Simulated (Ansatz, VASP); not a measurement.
**One calculation of CdTe, two programs**

```
Cd Te
1.0
     0.00000    2.62057    2.62057
     2.62057    0.00000    2.62057
     2.62057    2.62057    0.00000
Cd Te
1 1
Direct
  0.00000 0.00000 0.00000
  0.50000 0.50000 0.50000
```

Change from the starting cell: volume scaled by 0.64, PAW files.

Alike in both runs: task single point; functional r2SCAN; k mesh 13 × 13 × 13; occupations fermi-dirac, width 0.05 eV; no spin polarisation.

|  | VASP | Ansatz |
| --- | --- | --- |
| version | VASP 6.6.1 | Ansatz 0.2.0 |
| potentials or method | VASP PAW PBE potentials, release 64 (Cd, Te) | PAW with Ansatz's default frozen-core files, scalar-relativistic |
| plane-wave cutoff (eV) | 520 | 500 |
| valence electrons in the cell | 18 | 36 |

VASP gave:

```
pressure (GPa) : 70.5
```

Task: Which values does Ansatz return?

Result: Pressure (GPa): 68.9.

VASP's potentials were made for PBE, not for r2SCAN. Both programs put the cell under a high pressure, so it lies far from rest at this level. VASP's potentials hold 18 valence electrons a cell and Ansatz's 36, so a difference there can come from the potentials and not from the codes.

Spin-orbit coupling is off throughout. Noted on VASP's run: the cell as given lies far from equilibrium.
